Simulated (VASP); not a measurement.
# K (Fm-3m) in VASP: a series of runs

The runs below take K through single point, with PBE.

Program: VASP 6.6.1. These are calculated values, not measurements. Logs are shortened: lines on timing, memory, paths and dates and some standing lists are left out, and cuts for length are marked.

### Step 1. The cell of the first run

Symmetry: Fm-3m, No. 225, cubic system. Conventional cell: a = 5.283 Å, b = 5.283 Å, c = 5.283 Å, α = 90.00°, β = 90.00°, γ = 90.00°. K (site symmetry m-3m) has 12 K at 3.74 Å within 4.9 Å.

This isn't the form of K at room conditions, which is bcc.

### Step 2. Single point, PBE (36.87 Å³/atom)

Input file POSCAR:

```
K
1.0
    0.0000000000      2.6417089868      2.6417089868
    2.6417089868      0.0000000000      2.6417089868
    2.6417089868      2.6417089868      0.0000000000
K
1
Direct
    0.0000000000      0.0000000000      0.0000000000
```

Input file INCAR.step1:

```
  PREC = Accurate
  ENCUT = 520
  EDIFF = 1E-7
  ISMEAR = -1
  SIGMA = 0.1
  LREAL = False
  LASPH = True
  NELM = 100
  ALGO = Normal
  ISIF = 2
  LWAVE = False
  LCHARG = True
  GGA = PE
  NBANDS = 10
```

Input file KPOINTS.step1:

```
regular mesh
0
Gamma
  10 10 10
```

Input file INCAR.step2:

```
  PREC = Accurate
  ENCUT = 520
  EDIFF = 1E-7
  ISMEAR = -5
  SIGMA = 0.1
  LREAL = False
  LASPH = True
  NELM = 100
  ALGO = Normal
  ISIF = 2
  LWAVE = False
  LCHARG = False
  GGA = PE
  LORBIT = 11
  NBANDS = 10
  NEDOS = 1001
  ICHARG = 11
```

Input file KPOINTS.step2:

```
regular mesh
0
Gamma
  15 15 15
```

Potentials or basis: VASP PAW PBE potentials, release 64 (K_sv).

On the command line:

```sh
cat potpaw_PBE.64/K_sv/POTCAR > POTCAR
cp INCAR.step1 INCAR
cp KPOINTS.step1 KPOINTS
mpirun -np 1 vasp_std > vasp.out
cp INCAR.step2 INCAR
cp KPOINTS.step2 KPOINTS
mpirun -np 1 vasp_std > vasp.out
```

OUTCAR:

```text
PREC = Accurate
   ENCUT = 520
   EDIFF = 1E-7
   ISMEAR = -5
   LREAL = False
   LASPH = True
   NELM = 100
   ISIF = 2
   GGA = PE
   LORBIT = 11
   ICHARG = 11

 ion  position               nearest neighbor table
   1  0.000  0.000  0.000-

  LATTYP: Found a face centered cubic cell.
 ALAT       =     5.2834179736

  Lattice vectors:

 A1 = (   0.0000000000,   2.6417089868,   2.6417089868)
 A2 = (   2.6417089868,   0.0000000000,   2.6417089868)
 A3 = (   2.6417089868,   2.6417089868,   0.0000000000)

Analysis of symmetry for initial positions (statically):
=====================================================================
 Subroutine PRICEL returns:
 Original cell was already a primitive cell.

 Routine SETGRP: Setting up the symmetry group for a
 face centered cubic supercell.

 Subroutine GETGRP returns: Found 48 space group operations
 (whereof 48 operations were pure point group operations)
 out of a pool of 48 trial point group operations.

The static configuration has the point symmetry O_h .

Analysis of symmetry for dynamics (positions and initial velocities):
=====================================================================
 Subroutine PRICEL returns:
 Original cell was already a primitive cell.

 Routine SETGRP: Setting up the symmetry group for a
 face centered cubic supercell.

 Subroutine GETGRP returns: Found 48 space group operations
 (whereof 48 operations were pure point group operations)
 out of a pool of 48 trial point group operations.

The dynamic configuration has the point symmetry O_h .

 Subroutine INISYM returns: Found 48 space group operations
 (whereof 48 operations are pure point group operations),
 and found     1 'primitive' translations

----------------------------------------------------------------------------------------

                                     Primitive cell

  volume of cell :      36.8710

  direct lattice vectors                    reciprocal lattice vectors
     0.000000000  2.641708987  2.641708987    -0.189271416  0.189271416  0.189271416
     2.641708987  0.000000000  2.641708987     0.189271416 -0.189271416  0.189271416
     2.641708987  2.641708987  0.000000000     0.189271416  0.189271416 -0.189271416

  length of vectors
     3.735940677  3.735940677  3.735940677     0.327827709  0.327827709  0.327827709

  position of ions in fractional coordinates (direct lattice)
     0.000000000  0.000000000  0.000000000

  ion indices of the primitive-cell ions
   primitive index   ion index
                 1           1

----------------------------------------------------------------------------------------

 KPOINTS: regular mesh

Automatic generation of k-mesh.
 Grid dimensions read from file:
 generate k-points for:   15   15   15

 Generating k-lattice:

  Cartesian coordinates                     Fractional coordinates (reciprocal lattice)
    -0.012618094  0.012618094  0.012618094     0.066666667  0.000000000  0.000000000
     0.012618094 -0.012618094  0.012618094     0.000000000  0.066666667  0.000000000
     0.012618094  0.012618094 -0.012618094     0.000000000  0.000000000  0.066666667

  Length of vectors
     0.021855181  0.021855181  0.021855181

  Shift w.r.t. Gamma in fractional coordinates (k-lattice)
     0.000000000  0.000000000  0.000000000

 TETIRR: Found    484 inequivalent tetrahedra from    20250

 Subroutine IBZKPT returns following result:
 ===========================================

 Found    120 irreducible k-points:

 Following reciprocal coordinates:
            Coordinates               Weight
  0.000000  0.000000  0.000000      1.000000
  0.066667  0.000000  0.000000      8.000000
  0.133333  0.000000  0.000000      8.000000
  0.200000  0.000000  0.000000      8.000000
  0.266667  0.000000  0.000000      8.000000
  0.333333  0.000000  0.000000      8.000000
[... 16 lines left out ...]
  0.133333  0.133333  0.000000      6.000000
  0.200000  0.133333  0.000000     24.000000
 [... further k-points ...]
   k-points           NKPTS =    120   k-points in BZ     NKDIM =    120   number of bands    NBANDS=     10
   number of dos      NEDOS =   1001   number of ions     NIONS =      1
   total plane-waves  NPLWV =  21952
   dimension x,y,z NGX =    28 NGY =   28 NGZ =   28
   dimension x,y,z NGXF=    56 NGYF=   56 NGZF=   56
   ions per type =               1
   NGX,Y,Z   is equivalent  to a cutoff of  12.46, 12.46, 12.46 a.u.
   NGXF,Y,Z  is equivalent  to a cutoff of  24.92, 24.92, 24.92 a.u.
 SYSTEM =  unknown system
   PREC   = accura    normal or accurate (medium, high low for compatibility)
   ISTART =      0    job   : 0-new  1-cont  2-samecut
   ICHARG =     11    charge: 1-file 2-atom 10-const
   ISPIN  =      1    spin polarized calculation?
   LNONCOLLINEAR =      F non collinear calculations
   LSORBIT =      F    spin-orbit coupling
   LASPH  =      T    aspherical Exc in radial PAW
   ENCUT  =  520.0 eV  38.22 Ry    6.18 a.u.   6.95  6.95  6.95*2*pi/ulx,y,z
   NELM   =    100;   NELMIN=  2; NELMDL=  0     # of ELM steps
   EDIFF  = 0.1E-06   stopping-criterion for ELM
   LREAL  =      F    real-space projection
   EDIFFG = 0.1E-05   stopping-criterion for IOM
   NSW    =      0    number of steps for IOM
   IBRION =     -1    ionic relax: 0-MD 1-quasi-New 2-CG
   NFREE  =      0    steps in history (QN), initial steepest desc. (CG)
   ISIF   =      2    stress and relaxation
   ISYM   =      2    0-nonsym 1-usesym 2-fastsym
   POTIM  = 0.5000    time-step for ionic-motion
   TEBEG  =    0.0;   TEEND  =   0.0 temperature during run
   PSTRESS=    0.0 pullay stress
   NELECT =       9.0000    total number of electrons
   NUPDOWN=      -1.0000    fix difference up-down
   EMIN   =  10.00;   EMAX   =-10.00  energy-range for DOS
   EFERMI =   0.00;   METHOD = LEGACY
   ISMEAR =    -5;   SIGMA  =   0.10  broadening in eV -4-tet -1-fermi 0-gaus
   EFERMI_NEDOS =   21; number of points for ismear=-14 and -15
   IALGO  =     38    algorithm
   IMIX   =      4    mixing-type and parameters
     AMIX     =   0.40;   BMIX     =  1.00
     AMIX_MAG =   1.60;   BMIX_MAG =  1.00
  volume/ion in A,a.u.               =      36.87       248.82
  Fermi-wavevector in a.u.,A,eV,Ry     =   1.023122  1.933420 14.242284  1.046778
  Thomas-Fermi vector in A             =   2.156838
   LORBIT       =     11    0 simple, 1 ext, 2 COOP (PROOUT), +10 PAW based schemes
   GGA     = PE    functional components
   LHFCALC =     F    Hartree Fock is set to
   AEXX    =    0.0000 exact exchange contribution
   IVDW    =     0    specifies the selected vdW correction
   LEPSILON=     F    determine dielectric tensor
   LRPA    =     F    only Hartree local field effects (RPA)
 non-spin polarized calculation
 Fermi weights with tetrahedron method with Bloechl corrections
  energy-cutoff  :      520.00
  volume of cell :       36.87
 maximum number of plane-waves:      1018

 number of electron       9.0000001 magnetization

 Free energy of the ion-electron system (eV)
  ---------------------------------------------------
  ext. energy  EPLUGINS =         0.00000000
  ---------------------------------------------------
  free energy    TOTEN  =        -0.44787881 eV

  energy without entropy =       -0.44787881  energy(sigma->0) =       -0.44787881

 E-fermi :   2.1844     XC(G=0):  -7.6466

 val. band max:        2.1502009194   @ k =   0.4667   0.2000   0.0000
 cond. band min:       2.1640670676   @ k =  -0.2667   0.2667   0.0000
 fundamental gap:      0.0138661482
 Fermi energy:         2.1844225483

 k-point     1 :       0.0000    0.0000    0.0000
  band No.  band energies     occupation
      1     -30.0373      2.00000
      2     -13.2601      2.00000
      3     -13.2601      2.00000
      4     -13.2601      2.00000
      5      -1.0795      2.00000
      6       6.6983      0.00000
      7       6.6983      0.00000
      8       6.6983      0.00000
      9       8.6637      0.00000
     10       8.6637      0.00000

 k-point     2 :       0.0667    0.0000    0.0000
  band No.  band energies     occupation
      1     -30.0340      2.00000
      2     -13.2884      2.00000
      3     -13.2633      2.00000
      4     -13.2633      2.00000
      5      -0.9806      2.00000
      6       6.5202      0.00000
      7       6.7433      0.00000
      8       6.7433      0.00000
      9       8.5871      0.00000
     10       8.5871      0.00000

 k-point     3 :       0.1333    0.0000    0.0000
  band No.  band energies     occupation
      1     -30.0246      2.00000
      2     -13.3672      2.00000
      3     -13.2722      2.00000
      4     -13.2722      2.00000
      5      -0.6928      2.00000
      6       6.0789      0.00000
      7       6.8472      0.00000
      8       6.8472      0.00000
      9       8.4328      0.00000
     10       8.4328      0.00000

 k-point     4 :       0.2000    0.0000    0.0000
  band No.  band energies     occupation
      1     -30.0107      2.00000
      2     -13.4805      2.00000
      3     -13.2852      2.00000
      4     -13.2852      2.00000
      5      -0.2417      2.00000
      6       5.5273      0.00000
      7       6.9045      0.00000
      8       6.9045      0.00000
      9       8.3911      0.00000
     10       8.3911      0.00000
[... 222 lines left out ...]
 k-point    22 :      -0.0667    0.0667    0.0000
  band No.  band energies     occupation
      1     -30.0286      2.00000
      2     -13.3278      2.00000
      3     -13.2784      2.00000
      4     -13.2640      2.00000
      5      -0.8189      2.00000
      6       6.2746      0.00000
      7       6.7773      0.00000
      8       6.8293      0.00000
      9       8.3335      0.00000
     10       8.6251      0.00000

 k-point    23 :       0.1333    0.1333    0.0000
  band No.  band energies     occupation
      1     -30.0204      2.00000
      2     -13.3655      2.00000
      3     -13.2943      2.00000
      4     -13.2943      2.00000
      5      -0.5679      2.00000
      6       5.9522      0.00000
      7       6.9325      0.00000
      8       6.9325      0.00000
      9       7.7020      0.00000
     10       8.8513      0.00000

 k-point    24 :       0.2000    0.1333    0.0000
  band No.  band energies     occupation
      1     -30.0101      2.00000
      2     -13.4388      2.00000
      3     -13.3115      2.00000
      4     -13.3069      2.00000
      5      -0.2388      2.00000
      6       5.5942      0.00000
      7       6.9151      0.00000
      8       7.0505      0.00000
      9       7.4711      0.00000
     10       8.9268      0.00000

 [... further k-points ...]

------------------------ aborting loop because EDIFF is reached ----------------------------------------

  FORCE on cell =-STRESS in cart. coord.  units (eV):
  Direction    XX          YY          ZZ          XY          YZ          ZX
  --------------------------------------------------------------------------------------
  -------------------------------------------------------------------------------------
  Total        2.0396403      2.0396403      2.0396403      0.0000000      0.0000000     -0.0000000
  in kB       88.6296919     88.6296919     88.6296919      0.0000000      0.0000000     -0.0000000
  external PRESSURE =      88.6296919 kB  Pullay stress =       0.0000000 kB

 VOLUME and BASIS-vectors are now :
 -----------------------------------------------------------------------------
  energy-cutoff  :      520.00
  volume of cell :       36.87
      direct lattice vectors                 reciprocal lattice vectors
     0.000000000  2.641708987  2.641708987    -0.189271416  0.189271416  0.189271416
     2.641708987  0.000000000  2.641708987     0.189271416 -0.189271416  0.189271416
     2.641708987  2.641708987  0.000000000     0.189271416  0.189271416 -0.189271416

 POSITION                                       TOTAL-FORCE (eV/Angst)
 -----------------------------------------------------------------------------------
      0.00000      0.00000      0.00000         0.000000      0.000000      0.000000
 -----------------------------------------------------------------------------------
    total drift:                                0.000000     -0.000000     -0.000000

  FREE ENERGIE OF THE ION-ELECTRON SYSTEM (eV)
  ---------------------------------------------------
  free  energy   TOTEN  =        -0.4478788144 eV

  energy  without entropy=       -0.4478788144  energy(sigma->0) =       -0.44787881

 total charge

# of ion       s       p       d       tot
------------------------------------------
    1        2.013   5.552   0.027   7.592
```

Run time: 65 s. Hardware: 1 thread of Intel Xeon 8259CL, shared host; peak memory 0.17 GiB.

Results:

```
Valence electrons inside the program's atomic spheres : K 7.59
```

Levels at points of the mesh, in eV from the Fermi level:
```csv
k point,band 2,band 3,band 4,band 5,band 6,band 7,band 8,band 9
"(0.00, 0.00, 0.00)",-15.44,-15.44,-15.44,-3.26,4.51,4.51,4.51,6.48
```

Caveat: tetrahedron occupations give inexact forces and stress in metals.

### Step 3. Single point, PBE (73.74 Å³/atom)

This run uses another cell than the first one, of 73.74 Å³/atom.

Input file POSCAR:

```
K
1.0
    0.0000000000      3.3283447602      3.3283447602
    3.3283447602      0.0000000000      3.3283447602
    3.3283447602      3.3283447602      0.0000000000
K
1
Direct
    0.0000000000      0.0000000000      0.0000000000
```

Input file INCAR.step1:

```
SYSTEM = K
PREC = Accurate
ENCUT = 520
EDIFF = 1E-7
ISMEAR = -1
SIGMA = 0.1
LREAL = .False.
LASPH = .True.
NELM = 60
ALGO = Normal
ISIF = 2
LWAVE = .False.
LCHARG = .True.
GGA = PE
NBANDS = 10
```

Input file KPOINTS.step1:

```
Automatic mesh
0
Gamma
  10 10 10
  0 0 0
```

Input file INCAR.step2:

```
SYSTEM = K
PREC = Accurate
ENCUT = 520
EDIFF = 1E-7
ISMEAR = -5
SIGMA = 0.1
LREAL = .False.
LASPH = .True.
NELM = 60
ALGO = Normal
ISIF = 2
LWAVE = .False.
LCHARG = .False.
GGA = PE
LORBIT = 10
NBANDS = 10
NEDOS = 1001
ICHARG = 11
```

Input file KPOINTS.step2:

```
Automatic mesh
0
Gamma
  15 15 15
  0 0 0
```

Potentials or basis: VASP PAW PBE potentials, release 64 (K_sv).

On the command line:

```sh
cat potpaw_PBE.64/K_sv/POTCAR > POTCAR
cp INCAR.step1 INCAR
cp KPOINTS.step1 KPOINTS
mpirun -np 1 vasp_std > vasp.out
cp INCAR.step2 INCAR
cp KPOINTS.step2 KPOINTS
mpirun -np 1 vasp_std > vasp.out
```

Run time: 79 s. Hardware: 1 thread of Intel Xeon 8259CL, shared host; peak memory 0.24 GiB.

It converged, with:

```
Valence electrons inside the program's atomic spheres : K 7.54
```

Levels at points of the mesh, in eV from the Fermi level:
```tsv
k point	band 2	band 3	band 4	band 5	band 6	band 7	band 8	band 9
(0.00, 0.00, 0.00)	-15.60	-15.60	-15.60	-2.18	4.19	4.19	4.19	5.43
```

Caveat: tetrahedron occupations give inexact forces and stress in metals.
